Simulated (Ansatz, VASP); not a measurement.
## One calculation of ZnO, two programs

POSCAR

```
ZnO
1.0
   -0.0529175058      2.1337703963      2.1337703963
    2.1337703963     -0.0529175058      2.1337703963
    2.0808528905      2.0808528905      0.0000000000
Zn O
1 1
Direct
    0.0000000000      0.0000000000      0.0000000000
    0.5000000000      0.5000000000      0.5000000000
```

INCAR.step1

```
SYSTEM = ZnO
PREC     = Accurate       ! precision mode
ENCUT    = 520            ! plane-wave cutoff, eV
ISMEAR   = 0              ! smearing method
SIGMA    = 0.01           ! smearing width, eV
LREAL    = .FALSE.        ! projectors in reciprocal space
LASPH    = .TRUE.         ! aspherical terms in the spheres
NELM     = 60             ! most SCF steps
NBANDS   = 16             ! bands
GGA      = PE             ! functional
ALGO     = Normal         ! electronic algorithm
EDIFF    = 1E-4           ! SCF threshold, eV
LWAVE    = .TRUE.         ! write WAVECAR
LCHARG   = .FALSE.        ! write CHGCAR
```

The input INCAR.step2:

```
SYSTEM = ZnO
PREC     = Accurate       ! precision mode
ENCUT    = 520            ! plane-wave cutoff, eV
EDIFF    = 1E-6           ! SCF threshold, eV
ISMEAR   = 0              ! smearing method
SIGMA    = 0.01           ! smearing width, eV
LREAL    = .FALSE.        ! projectors in reciprocal space
LASPH    = .TRUE.         ! aspherical terms in the spheres
NELM     = 60             ! most SCF steps
ALGO     = Normal         ! electronic algorithm
ISIF     = 2              ! what is computed and relaxed
LWAVE    = .FALSE.        ! write WAVECAR
LCHARG   = .FALSE.        ! write CHGCAR
METAGGA  = R2SCAN         ! meta-GGA
LMIXTAU  = .TRUE.       
NBANDS   = 16             ! bands
ISTART   = 1
```

File KPOINTS:

```
regular mesh
0
G
  10 10 10
  0 0 0
```

Input for Ansatz:

```yaml
crystal:
  lattice:
    - [-0.0529175058, 2.1337703963, 2.1337703963]
    - [2.1337703963, -0.0529175058, 2.1337703963]
    - [2.0808528905, 2.0808528905, 0.0]
  atoms:
    - { symbol: Zn, position: [0.0, 0.0, 0.0] }
    - { symbol: O, position: [0.5, 0.5, 0.5] }
kpoints:
  mp_grid: { grid: [10, 10, 10] }
  band_path:
    path:
      - [0.0, 0.0, 0.0]
      - [0.5, 0.0, 0.5]
      - [0.625, 0.25, 0.625]
      - [0.375, 0.375, 0.75]
      - [0.5, 0.5, 0.5]
      - [0.5, 0.25, 0.75]
      - [0.0, 0.5, 0.0]
    npoints: 1
hamiltonian:
  xc: r2scan
scf:
  occupations: { method: fixed }
  n_extra_bands: 4
output:
  forces: true
  stress: true
  eigenvalues: true
```

Change from the starting cell: shear_xy strain -5.0%.

Alike in both runs: task single point; functional r2SCAN; k mesh 10 × 10 × 10; no spin polarisation.

|  | VASP | Ansatz |
| --- | --- | --- |
| version | VASP 6.6.1 | Ansatz 0.2.0 |
| potentials or method | VASP PAW PBE potentials, release 64 (Zn, O) | plane waves, PAW |
| plane-wave cutoff (eV) | 520 | 500 |
| occupations | gaussian, width 0.01 eV | fixed |
| valence electrons in the cell | 18 | 18 |

```csv
,VASP,Ansatz,Ansatz less VASP
gap on the k mesh at the Fermi level (eV),1.50,1.52,+0.019
pressure (GPa),1.4,0.0,-1.33
"traceless stress, the component that is largest in VASP (GPa)",4.53,4.75,+0.226
```

VASP's potentials were made for PBE, not for r2SCAN.
